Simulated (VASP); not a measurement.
Write the native input for VASP 6.6.1 that does the following.

* Task: single point
* Functional: PBE
* Potentials or basis: VASP PAW PBE potentials, release 64 (K_sv, Zr_sv)
* Cutoff: 520 eV
* k mesh: 7 × 7 × 7
* Occupations: fermi-dirac, width 0.05 eV
* Spin: no spin polarisation
* Dipole correction: no
* Further INCAR settings: ALGO = Normal; EDIFF = 1e-06; NBANDS = 24

The structure of KZr2 lies in POSCAR:

```
KZr2
1.0
    0.0000000000      3.5791200000      3.5791200000
    3.5791200000      0.0000000000      3.5791200000
    3.5791200000      3.5791200000      0.0000000000
K Zr
1 2
Direct
    0.0000000000      0.0000000000      0.0000000000
    0.2500000000      0.2500000000      0.2500000000
    0.7500000000      0.7500000000      0.7500000000
```

These files were run (other wordings do the same):

INCAR

```
ALGO = Normal
EDIFF = 1E-6
ENCUT = 520
GGA = PE
ISIF = 2
ISMEAR = -1
LASPH = True
LCHARG = True
LELF = True
LREAL = False
LVHAR = True
LWAVE = False
NBANDS = 24
NELM = 80
PREC = Accurate
SIGMA = 0.05
```

KPOINTS

```
k-points
0
Gamma
  7 7 7
```

Potentials or basis: VASP PAW PBE potentials, release 64 (K_sv, Zr_sv).

Run with:

```console
$ cat potpaw_PBE.64/K_sv/POTCAR potpaw_PBE.64/Zr_sv/POTCAR > POTCAR
$ mpirun -np 1 vasp_std > vasp.out
```

It gave:

| Property | Result |
| --- | --- |
| Pressure | 0.1 GPa |

Wall time 55 s on 1 thread of AMD EPYC 7R43 64-Core Processor (Zen 3) (shared host), peak memory 0.2 GiB.
